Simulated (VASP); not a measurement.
The system is Cu.

```
CELL_PARAMETERS angstrom
-1.44279 1.44279 1.37608
1.44279 -1.44279 1.37608
1.44279 1.44279 -1.37608
ATOMIC_POSITIONS crystal
Cu 0.00000 0.00000 0.00000
```

Program: VASP 6.6.1. Alike in all runs: task single point; no spin polarisation; cell as given; k mesh 14 × 14 × 14; cutoff (eV) 520; smearing fermi-dirac 0.05 eV.

Problem. Order these runs on this cell by their pressure, lowest first.
A. level LDA; potentials or basis VASP PAW LDA potentials, release 64 (Cu)
B. level PBEsol; potentials or basis VASP PAW PBE potentials, release 64 (Cu)
C. level BLYP; potentials or basis VASP PAW PBE potentials, release 64 (Cu)

Solution. A (-7.0 GPa), B (-0.7 GPa), C (16.6 GPa).

Caveats: the PAW data sets were made with another functional, which shifts forces and pressure a little (some runs).
